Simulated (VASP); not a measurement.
# GaAs (gallium arsenide) (F-43m) in VASP: further runs, part 2 of 2

VASP 6.6.1. Earlier steps stand in the parts before.

## Step 3: Relaxation of cell and atoms, r2SCAN

This run uses another cell than the first one, of 22.58 Å³/atom, 0.993 times its volume.

POSCAR reads:

```
GaAs
1.0
    0.0000000000      2.8265000000      2.8265000000
    2.8265000000      0.0000000000      2.8265000000
    2.8265000000      2.8265000000      0.0000000000
Ga As
1 1
Direct
    0.0000000000      0.0000000000      0.0000000000
    0.2500000000      0.2500000000      0.2500000000
```

INCAR.step1 reads:

```
SYSTEM = GaAs
  ALGO = Normal
  EDIFF = 1E-4
  ENCUT = 600
  GGA = PE
  ISMEAR = 0
  LASPH = .True.
  LCHARG = .False.
  LREAL = .False.
  LWAVE = .True.
  NELM = 100
  PREC = Accurate
  SIGMA = 0.01
```

INCAR.step2 reads:

```
SYSTEM = GaAs
  ALGO = Normal
  EDIFF = 1E-6
  EDIFFG = -0.002
  ENCUT = 600
  IBRION = 2
  ISIF = 3
  ISMEAR = 0
  ISTART = 1
  LASPH = .True.
  LCHARG = .False.
  LMIXTAU = .True.
  LREAL = .False.
  LWAVE = .False.
  METAGGA = R2SCAN
  NELM = 100
  NSW = 80
  PREC = Accurate
  SIGMA = 0.01
```

KPOINTS reads:

```
k-points
0
Gamma
  12 12 12
  0 0 0
```

Potentials or basis: VASP PAW PBE potentials, release 64 (Ga_d, As).

On the command line:

```
cat potpaw_PBE.64/Ga_d/POTCAR potpaw_PBE.64/As/POTCAR > POTCAR
cp INCAR.step1 INCAR
mpirun -np 1 vasp_std > vasp.out
cp INCAR.step2 INCAR
mpirun -np 1 vasp_std > vasp.out
```

OUTCAR:

```text
SYSTEM = GaAs
   EDIFF = 1E-6
   EDIFFG = -0.002
   ENCUT = 600
   IBRION = 2
   ISIF = 3
   ISMEAR = 0
   ISTART = 1
   LASPH = .True.
   LREAL = .False.
   METAGGA = R2SCAN
   NELM = 100
   NSW = 80
   PREC = Accurate

 ion  position               nearest neighbor table
   1  0.000  0.000  0.000-   2 2.45   2 2.45   2 2.45   2 2.45
   2  0.250  0.250  0.250-   1 2.45   1 2.45   1 2.45   1 2.45

  LATTYP: Found a face centered cubic cell.
 ALAT       =     5.6530000000

  Lattice vectors:

 A1 = (   0.0000000000,   2.8265000000,   2.8265000000)
 A2 = (   2.8265000000,   0.0000000000,   2.8265000000)
 A3 = (   2.8265000000,   2.8265000000,   0.0000000000)

Analysis of symmetry for initial positions (statically):
=====================================================================
 Subroutine PRICEL returns:
 Original cell was already a primitive cell.

 Routine SETGRP: Setting up the symmetry group for a
 face centered cubic supercell.

 Subroutine GETGRP returns: Found 24 space group operations
 (whereof 24 operations were pure point group operations)
 out of a pool of 48 trial point group operations.

The static configuration has the point symmetry T_d .

Analysis of symmetry for dynamics (positions and initial velocities):
=====================================================================
 Subroutine PRICEL returns:
 Original cell was already a primitive cell.

 Routine SETGRP: Setting up the symmetry group for a
 face centered cubic supercell.

 Subroutine GETGRP returns: Found 24 space group operations
 (whereof 24 operations were pure point group operations)
 out of a pool of 48 trial point group operations.

The dynamic configuration has the point symmetry T_d .

 Subroutine INISYM returns: Found 24 space group operations
 (whereof 24 operations are pure point group operations),
 and found     1 'primitive' translations

----------------------------------------------------------------------------------------

                                     Primitive cell
[... 128 lines left out ...]
   NGX = 15   NGY = 15   NGZ = 15

--------------------------------------- Ionic step        1  -------------------------------------------

 number of electron      18.0000011 magnetization

 Free energy of the ion-electron system (eV)
  ---------------------------------------------------
  ext. energy  EPLUGINS =         0.00000000
  ---------------------------------------------------
  free energy    TOTEN  =       -27.05687559 eV

  energy without entropy =      -27.05687559  energy(sigma->0) =      -27.05687559

------------------------ aborting loop because EDIFF is reached ----------------------------------------

  FORCE on cell =-STRESS in cart. coord.  units (eV):
  Direction    XX          YY          ZZ          XY          YZ          ZX
  --------------------------------------------------------------------------------------
  -------------------------------------------------------------------------------------
  Total        0.1820835      0.1820835      0.1820835      0.0000000      0.0000000     -0.0000000
  in kB        6.4595773      6.4595773      6.4595773      0.0000000      0.0000000     -0.0000000
  external PRESSURE =       6.4595773 kB  Pullay stress =       0.0000000 kB
[... 203 lines left out ...]
--------------------------------------- Ionic step        7  -------------------------------------------

 number of electron      18.0000010 magnetization

 Free energy of the ion-electron system (eV)
  ---------------------------------------------------
  ext. energy  EPLUGINS =         0.00000000
  ---------------------------------------------------
  free energy    TOTEN  =       -27.05754234 eV

  energy without entropy =      -27.05754234  energy(sigma->0) =      -27.05754234

 E-fermi :   3.6371     XC(G=0): -10.2158

 val. band max:        3.5986614622   @ k =   0.0000   0.0000   0.0000
 cond. band min:       4.5271064260   @ k =   0.0000   0.0000   0.0000
 fundamental gap:      0.9284449637
 Fermi energy:         3.6370945617

 k-point     1 :       0.0000    0.0000    0.0000
  band No.  band energies     occupation
      1     -11.6225      2.00000
      2     -11.6225      2.00000
      3     -11.6225      2.00000
      4     -11.5349      2.00000
      5     -11.5349      2.00000
      6      -9.5500      2.00000
      7       3.5986      2.00000
      8       3.5987      2.00000
      9       3.5987      2.00000
     10       4.5271      0.00000
     11       7.6378      0.00000
     12       7.6379      0.00000
     13       7.6379      0.00000
[... 354 lines left out ...]
  band No.  band energies     occupation
      1     -11.7130      2.00000
      2     -11.5973      2.00000
      3     -11.5944      2.00000
      4     -11.5358      2.00000
      5     -11.5321      2.00000
      6      -7.5305      2.00000
      7      -3.0097      2.00000
      8       0.7471      2.00000
      9       2.0878      2.00000
     10       6.2789      0.00000
     11       8.5319      0.00000
     12       9.5239      0.00000
     13      12.0642      0.00000

 [... further k-points ...]
[... 5 lines left out ...]
  --------------------------------------------------------------------------------------
  -------------------------------------------------------------------------------------
  Total        0.0004496      0.0004496      0.0004496      0.0000000     -0.0000000      0.0000000
  in kB        0.0158093      0.0158093      0.0158093      0.0000000     -0.0000000      0.0000000
  external PRESSURE =       0.0158093 kB  Pullay stress =       0.0000000 kB
[... 17 lines left out ...]
  FREE ENERGIE OF THE ION-ELECTRON SYSTEM (eV)
  ---------------------------------------------------
  free  energy   TOTEN  =       -27.0575423412 eV

  energy  without entropy=      -27.0575423412  energy(sigma->0) =      -27.05754234

 reached required accuracy - stopping structural energy minimisation
```

OSZICAR.step1:

```text
N       E                     dE             d eps       ncg     rms          rms(c)
DAV:   1     0.875449867453E+02    0.87545E+02   -0.10008E+04  1872   0.208E+03
DAV:   2    -0.144976929681E+01   -0.88995E+02   -0.86057E+02  2070   0.357E+02
DAV:   3    -0.828501377681E+01   -0.68352E+01   -0.67871E+01  2332   0.790E+01
DAV:   4    -0.840831552115E+01   -0.12330E+00   -0.12325E+00  2156   0.119E+01
DAV:   5    -0.841058977852E+01   -0.22743E-02   -0.22741E-02  2290   0.137E+00    0.290E+00
DAV:   6    -0.826968651656E+01    0.14090E+00   -0.25622E-01  2862   0.977E+00    0.176E+00
DAV:   7    -0.824997424428E+01    0.19712E-01   -0.74522E-02  2523   0.221E+00    0.561E-01
DAV:   8    -0.825074790976E+01   -0.77367E-03   -0.10543E-02  2172   0.145E+00    0.106E-01
DAV:   9    -0.825114080938E+01   -0.39290E-03   -0.10919E-03  2281   0.464E-01    0.534E-02
DAV:  10    -0.825119994783E+01   -0.59138E-04   -0.65447E-05  1466   0.104E-01
   1 F= -.82511999E+01 E0= -.82511999E+01  d E =-.936453E-63
```

Run time: 4 min. Hardware: 1 thread of Intel Xeon 6975P-C (Granite Rapids), shared host; peak memory 0.23 GiB.

What came out:

* Free energy: -27.0575 eV
* Relaxed volume: 22.78 Å³/atom
* Relaxed cell: a = 4.009 Å, b = 4.009 Å, c = 4.009 Å, α = 60.00°, β = 60.00°, γ = 60.00°
* Space group after relaxing (to 0.05 Å): F-43m (No. 216)
* Energy gained by relaxing: 0.3 meV/atom
* Ionic steps: 7
* Pressure after relaxing: 0.0 GPa
* Band gap on the k mesh: 0.93 eV, direct

The path:
| step | energy change (eV) | largest force (eV/Å) | pressure (GPa) | volume (Å³) |
| --- | --- | --- | --- | --- |
| 1 | 0.0000 | 0.0000 | 0.65 | 45.16 |
| 2 | -0.0004 | 0.0000 | -0.30 | 45.76 |
| 3 | -0.0007 | 0.0000 | 0.18 | 45.51 |
| 4 | -0.0006 | 0.0000 | -0.12 | 45.60 |
| 5 | -0.0007 | 0.0000 | -0.02 | 45.57 |
| 6 | -0.0007 | 0.0000 | 0.05 | 45.56 |
| 7 | -0.0007 | 0.0000 | 0.00 | 45.56 |

Final structure:
```
Ga As
1.0
     0.00000    2.83479    2.83479
     2.83479    0.00000    2.83479
     2.83479    2.83479    0.00000
Ga As
1 1
Direct
  0.00000 0.00000 0.00000
  0.25000 0.25000 0.25000
```

Caveat: the PAW data sets were made with another functional, which shifts forces and pressure a little.
